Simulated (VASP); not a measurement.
# Si2W (I4/mmm) in VASP: a series of runs

Si2W is run at these levels: PBE; tasks: single point.

All numbers are computed with VASP 6.6.1; they aren't measurements. Logs are shortened: lines on timing, memory, paths and dates and some standing lists are left out, and cuts for length are marked.

**1. The cell of the first run**

Symmetry: I4/mmm, No. 139, tetragonal system. Conventional cell: a = 3.229 Å, b = 3.229 Å, c = 7.867 Å, α = 90.00°, β = 90.00°, γ = 90.00°. Si (site symmetry 4mm) has 9 Si at 2.60 to 3.23 Å and 5 W at 2.63 Å within 3.4 Å. Within 3.5 Å of W (site symmetry 4/mmm) lie 10 Si at 2.63 Å and 4 W at 3.23 Å.

**2. Single point, PBE**

File INCAR:

```
  PREC = Accurate
  ENCUT = 520
  EDIFF = 1E-6
  ISMEAR = 0
  SIGMA = 0.1
  LREAL = False
  LASPH = True
  NELM = 100
  ALGO = Normal
  ISIF = 2
  LWAVE = False
  LCHARG = True
  GGA = PE
  LELF = True
  LVHAR = True
  NBANDS = 18
```

File KPOINTS:

```
Automatic mesh
0
Gamma
  18 18 18
```

File POSCAR:

```
Si2W
1.0
   -1.6144976640      1.6144976640      3.9334141313
    1.6144976640     -1.6144976640      3.9334141313
    1.6144976640      1.6144976640     -3.9334141313
Si W
2 1
Direct
    0.3345744006      0.3345744006      0.0000000000
    0.6654255994      0.6654255994      0.0000000000
    0.0000000000      0.0000000000      0.0000000000
```

Potentials or basis: VASP PAW PBE potentials, release 64 (Si, W_sv).

Command:

```sh
$ cat potpaw_PBE.64/Si/POTCAR potpaw_PBE.64/W_sv/POTCAR > POTCAR
$ mpirun -np 1 vasp_std > vasp.out
```

OUTCAR:

```text
PREC = Accurate
   ENCUT = 520
   EDIFF = 1E-6
   ISMEAR = 0
   LREAL = False
   LASPH = True
   NELM = 100
   ISIF = 2
   GGA = PE

 ion  position               nearest neighbor table
   1  0.335  0.335  0.000-   2 2.60   3 2.63   3 2.63   3 2.63   3 2.63   3 2.63   2 2.64   2 2.64
                             2 2.64   2 2.64
   2  0.665  0.665  0.000-   1 2.60   3 2.63   3 2.63   3 2.63   3 2.63   3 2.63   1 2.64   1 2.64
                             1 2.64   1 2.64
   3  0.000  0.000  0.000-   1 2.63   2 2.63   2 2.63   2 2.63   2 2.63   1 2.63   1 2.63   1 2.63
                             1 2.63   2 2.63

  LATTYP: Found a body centered tetragonal cell.
 ALAT       =     3.2289953280
 C/A-ratio  =     2.4363083447

  Lattice vectors:

 A1 = (  -1.6144976640,   1.6144976640,   3.9334141313)
 A2 = (   1.6144976640,  -1.6144976640,   3.9334141313)
 A3 = (   1.6144976640,   1.6144976640,  -3.9334141313)

Analysis of symmetry for initial positions (statically):
=====================================================================
 Subroutine PRICEL returns:
 Original cell was already a primitive cell.

 Routine SETGRP: Setting up the symmetry group for a
 body centered tetragonal supercell.

 Subroutine GETGRP returns: Found 16 space group operations
 (whereof 16 operations were pure point group operations)
 out of a pool of 16 trial point group operations.

The static configuration has the point symmetry D_4h.

Analysis of symmetry for dynamics (positions and initial velocities):
=====================================================================
 Subroutine PRICEL returns:
 Original cell was already a primitive cell.

 Routine SETGRP: Setting up the symmetry group for a
 body centered tetragonal supercell.

 Subroutine GETGRP returns: Found 16 space group operations
 (whereof 16 operations were pure point group operations)
 out of a pool of 16 trial point group operations.

The dynamic configuration has the point symmetry D_4h.

 Subroutine INISYM returns: Found 16 space group operations
 (whereof 16 operations are pure point group operations),
 and found     1 'primitive' translations

----------------------------------------------------------------------------------------

                                     Primitive cell

  volume of cell :      41.0114

  direct lattice vectors                    reciprocal lattice vectors
    -1.614497664  1.614497664  3.933414131     0.000000000  0.309693852  0.127116033
     1.614497664 -1.614497664  3.933414131     0.309693852  0.000000000  0.127116033
     1.614497664  1.614497664 -3.933414131     0.309693852  0.309693852  0.000000000

  length of vectors
     4.548071255  4.548071255  4.548071255     0.334766736  0.334766736  0.437973245

  position of ions in fractional coordinates (direct lattice)
     0.334574401  0.334574401  0.000000000
     0.665425599  0.665425599  0.000000000
     0.000000000  0.000000000  0.000000000

  ion indices of the primitive-cell ions
   primitive index   ion index
                 1           1
                 2           2
                 3           3

----------------------------------------------------------------------------------------

 KPOINTS: Automatic mesh

Automatic generation of k-mesh.
 Grid dimensions read from file:
 generate k-points for:   18   18   18

 Generating k-lattice:

  Cartesian coordinates                     Fractional coordinates (reciprocal lattice)
     0.000000000  0.017205214  0.007062002     0.055555556 -0.000000000  0.000000000
     0.017205214  0.000000000  0.007062002    -0.000000000  0.055555556  0.000000000
     0.017205214  0.017205214  0.000000000     0.000000000  0.000000000  0.055555556

  Length of vectors
     0.018598152  0.018598152  0.024331847

  Shift w.r.t. Gamma in fractional coordinates (k-lattice)
     0.000000000  0.000000000  0.000000000

 Subroutine IBZKPT returns following result:
 ===========================================

 Found    480 irreducible k-points:

 Following reciprocal coordinates:
            Coordinates               Weight
  0.000000  0.000000  0.000000      1.000000
  0.055556 -0.000000  0.000000      8.000000
  0.111111 -0.000000  0.000000      8.000000
  0.166667  0.000000 -0.000000      8.000000
  0.222222  0.000000 -0.000000      8.000000
  0.277778 -0.000000  0.000000      8.000000
[... 16 lines left out ...]
 -0.277778  0.055556 -0.000000     16.000000
 -0.222222  0.055556  0.000000     16.000000
 [... further k-points ...]
   k-points           NKPTS =    480   k-points in BZ     NKDIM =    480   number of bands    NBANDS=     18
   number of dos      NEDOS =    301   number of ions     NIONS =      3
   total plane-waves  NPLWV =  46656
   dimension x,y,z NGX =    36 NGY =   36 NGZ =   36
   dimension x,y,z NGXF=    72 NGYF=   72 NGZF=   72
   ions per type =               2   1
   NGX,Y,Z   is equivalent  to a cutoff of  13.16, 13.16, 13.16 a.u.
   NGXF,Y,Z  is equivalent  to a cutoff of  26.32, 26.32, 26.32 a.u.
 SYSTEM =  unknown system
   PREC   = accura    normal or accurate (medium, high low for compatibility)
   ISTART =      0    job   : 0-new  1-cont  2-samecut
   ICHARG =      2    charge: 1-file 2-atom 10-const
   ISPIN  =      1    spin polarized calculation?
   LNONCOLLINEAR =      F non collinear calculations
   LSORBIT =      F    spin-orbit coupling
   LASPH  =      T    aspherical Exc in radial PAW
   ENCUT  =  520.0 eV  38.22 Ry    6.18 a.u.   8.46  8.46  8.46*2*pi/ulx,y,z
   NELM   =    100;   NELMIN=  2; NELMDL= -5     # of ELM steps
   EDIFF  = 0.1E-05   stopping-criterion for ELM
   LREAL  =      F    real-space projection
   EDIFFG = 0.1E-04   stopping-criterion for IOM
   NSW    =      0    number of steps for IOM
   IBRION =     -1    ionic relax: 0-MD 1-quasi-New 2-CG
   NFREE  =      0    steps in history (QN), initial steepest desc. (CG)
   ISIF   =      2    stress and relaxation
   ISYM   =      2    0-nonsym 1-usesym 2-fastsym
   POTIM  = 0.5000    time-step for ionic-motion
   TEBEG  =    0.0;   TEEND  =   0.0 temperature during run
   PSTRESS=    0.0 pullay stress
   NELECT =      22.0000    total number of electrons
   NUPDOWN=      -1.0000    fix difference up-down
   EMIN   =  10.00;   EMAX   =-10.00  energy-range for DOS
   EFERMI =   0.00;   METHOD = LEGACY
   ISMEAR =     0;   SIGMA  =   0.10  broadening in eV -4-tet -1-fermi 0-gaus
   EFERMI_NEDOS =   21; number of points for ismear=-14 and -15
   IALGO  =     38    algorithm
   IMIX   =      4    mixing-type and parameters
     AMIX     =   0.40;   BMIX     =  1.00
     AMIX_MAG =   1.60;   BMIX_MAG =  1.00
  volume/ion in A,a.u.               =      13.67        92.25
  Fermi-wavevector in a.u.,A,eV,Ry     =   1.330192  2.513698 24.074283  1.769410
  Thomas-Fermi vector in A             =   2.459297
   LORBIT       =      0    0 simple, 1 ext, 2 COOP (PROOUT), +10 PAW based schemes
   GGA     = PE    functional components
   LHFCALC =     F    Hartree Fock is set to
   AEXX    =    0.0000 exact exchange contribution
   IVDW    =     0    specifies the selected vdW correction
   LEPSILON=     F    determine dielectric tensor
   LRPA    =     F    only Hartree local field effects (RPA)
 non-spin polarized calculation
 Gauss-broadening in eV      SIGMA  =   0.10
  energy-cutoff  :      520.00
  volume of cell :       41.01
 maximum number of plane-waves:      1134
 NGX is ok and might be reduce to    36

 number of electron      22.0000000 magnetization

 Free energy of the ion-electron system (eV)
  ---------------------------------------------------
  ext. energy  EPLUGINS =         0.00000000
  ---------------------------------------------------
  free energy    TOTEN  =       -24.81572890 eV

  energy without entropy =      -24.81482348  energy(sigma->0) =      -24.81527619

 E-fermi :  11.7593     XC(G=0): -12.4613

 val. band max:       11.7395118724   @ k =  -0.3889   0.5000   0.3333
 cond. band min:      11.7966897627   @ k =  -0.3889  -0.4444   0.3889
 fundamental gap:      0.0571778903
 Fermi energy:        11.7593275437

 k-point     1 :       0.0000    0.0000    0.0000
  band No.  band energies     occupation
      1     -62.1252      2.00000
      2     -26.3724      2.00000
      3     -26.3588      2.00000
      4     -26.3588      2.00000
      5      -2.2027      2.00000
      6       4.9988      2.00000
[... 10 lines left out ...]
     17      17.3570      0.00000
     18      17.3570      0.00000

 k-point     2 :       0.0556   -0.0000    0.0000
  band No.  band energies     occupation
      1     -62.1250      2.00000
      2     -26.3719      2.00000
      3     -26.3651      2.00000
      4     -26.3582      2.00000
      5      -2.1444      2.00000
      6       5.0020      2.00000
[... 10 lines left out ...]
     17      17.3609      0.00000
     18      17.5836      0.00000

 k-point     3 :       0.1111   -0.0000    0.0000
  band No.  band energies     occupation
      1     -62.1244      2.00000
      2     -26.3832      2.00000
      3     -26.3706      2.00000
      4     -26.3566      2.00000
      5      -1.9708      2.00000
      6       5.0021      2.00000
[... 10 lines left out ...]
     17      17.4158      0.00000
     18      18.1386      0.00000

 k-point     4 :       0.1667    0.0000   -0.0000
  band No.  band energies     occupation
      1     -62.1235      2.00000
      2     -26.4107      2.00000
      3     -26.3685      2.00000
      4     -26.3541      2.00000
      5      -1.6856      2.00000
      6       4.9648      2.00000
[... 375 lines left out ...]
      4     -26.3506      2.00000
      5      -0.2719      2.00000
      6       4.1179      2.00000
[... 10 lines left out ...]
     17      18.9691      0.00000
     18      19.9006      0.00000

 k-point    23 :      -0.2778    0.0556   -0.0000
  band No.  band energies     occupation
      1     -62.1209      2.00000
      2     -26.4790      2.00000
      3     -26.3620      2.00000
      4     -26.3538      2.00000
      5      -0.8333      2.00000
      6       4.7023      2.00000
[... 10 lines left out ...]
     17      18.6514      0.00000
     18      19.7653      0.00000

 k-point    24 :      -0.2222    0.0556    0.0000
  band No.  band energies     occupation
      1     -62.1221      2.00000
      2     -26.4435      2.00000
      3     -26.3647      2.00000
      4     -26.3571      2.00000
      5      -1.3060      2.00000
      6       5.0931      2.00000
[... 10 lines left out ...]
     17      17.9617      0.00000
     18      19.8911      0.00000

 [... further k-points ...]
[... 5 lines left out ...]
  --------------------------------------------------------------------------------------
  -------------------------------------------------------------------------------------
  Total        0.0270286      0.0270286      0.0095258      0.0000000     -0.0000000      0.0000000
  in kB        1.0559169      1.0559169      0.3721398      0.0000000     -0.0000000      0.0000000
  external PRESSURE =       0.8279912 kB  Pullay stress =       0.0000000 kB

 VOLUME and BASIS-vectors are now :
 -----------------------------------------------------------------------------
  energy-cutoff  :      520.00
  volume of cell :       41.01
      direct lattice vectors                 reciprocal lattice vectors
    -1.614497664  1.614497664  3.933414131     0.000000000  0.309693852  0.127116033
     1.614497664 -1.614497664  3.933414131     0.309693852  0.000000000  0.127116033
     1.614497664  1.614497664 -3.933414131     0.309693852  0.309693852  0.000000000

 POSITION                                       TOTAL-FORCE (eV/Angst)
 -----------------------------------------------------------------------------------
      0.00000      0.00000      2.63204         0.000000      0.000000     -0.004119
      0.00000      0.00000      5.23479         0.000000      0.000000      0.004119
      0.00000      0.00000      0.00000        -0.000000     -0.000000     -0.000000
 -----------------------------------------------------------------------------------
    total drift:                                0.000000     -0.000000     -0.000000

  FREE ENERGIE OF THE ION-ELECTRON SYSTEM (eV)
  ---------------------------------------------------
  free  energy   TOTEN  =       -24.8157289013 eV

  energy  without entropy=      -24.8148234803  energy(sigma->0) =      -24.81527619
```

Wall time 2.8 min (1 thread of Intel Xeon 6975P-C (Granite Rapids), shared host); peak memory 0.46 GiB.

What came out:

```
Free energy            : -24.8157 eV
Pressure               : 0.1 GPa
Largest force          : 0.004 eV/Å
Band gap on the k mesh : zero (band 11 reaches 12.49 eV, above the bottom of band 12 at 11.24 eV)
```

Forces in eV/Å, atoms in the order of the input:
```
Si   0.000  0.000 -0.004
Si   0.000  0.000  0.004
W    0.000  0.000  0.000
```

Caveat: spin-orbit coupling is left out, which moves the levels of the heavy elements.

**3. Single point, PBE**

This run uses another cell than the first one, of the same volume but with other edges.

File INCAR:

```
PREC = Accurate
ENCUT = 520
EDIFF = 1E-6
ISMEAR = 0
SIGMA = 0.1
LREAL = F
LASPH = T
NELM = 80
ALGO = Normal
ISIF = 2
LWAVE = F
LCHARG = T
GGA = PE
LELF = T
LVHAR = T
NBANDS = 18
ISYM = 0
```

File KPOINTS:

```
regular mesh
0
Gamma
  11 8 12
```

File POSCAR:

```
Si2W
1.0
    3.2289953280      0.0000000000      0.0000000000
   -1.6144976640      4.2518642305      0.0000000000
    0.0000000000      1.2260987490      2.9871546136
Si W
2 1
Direct
    0.6654255994      0.3308511988      0.3345744006
    0.3345744006      0.6691488012      0.6654255994
    0.0000000000      0.0000000000      0.0000000000
```

Potentials or basis: VASP PAW PBE potentials, release 64 (Si, W_sv).

Command:

```sh
$ cat potpaw_PBE.64/Si/POTCAR potpaw_PBE.64/W_sv/POTCAR > POTCAR
$ mpirun -np 1 vasp_std > vasp.out
```

It took 87 s on 1 thread of Intel Xeon 6975P-C (Granite Rapids), shared host; peak memory 0.45 GiB.

Results (log left out):

| Quantity | Value |
| --- | --- |
| Free energy | -24.8150 eV |
| Pressure | 0.1 GPa |
| Largest force | 0.021 eV/Å |
| Band gap on the k mesh | zero (band 11 reaches 12.44 eV, above the bottom of band 12 at 11.21 eV) |

Forces in eV/Å, atoms in the order of the input:
```
Si  -0.001  0.020 -0.007
Si   0.001 -0.020  0.007
W    0.000  0.000  0.000
```

Levels at points of the mesh, in eV from the Fermi level:
```
           k point  band 7  band 8  band 9  band 10  band 11  band 12  band 13  band 14  band 15  band 16
(0.00, 0.00, 0.00)   -3.78   -3.27   -2.82    -2.82     0.58     2.64     2.96     3.02     3.02     4.53
(0.00, 0.50, 0.00)   -3.78   -2.56   -0.86    -0.86    -0.51    -0.51     0.76     4.42     4.71     6.13
(0.00, 0.00, 0.50)   -5.69   -4.83   -2.77    -2.73    -0.44     2.63     2.74     3.89     4.29     5.06
(0.00, 0.50, 0.50)   -5.69   -4.83   -2.77    -2.73    -0.44     2.63     2.74     3.89     4.29     5.06
```

Caveat: spin-orbit coupling is left out, which moves the levels of the heavy elements.
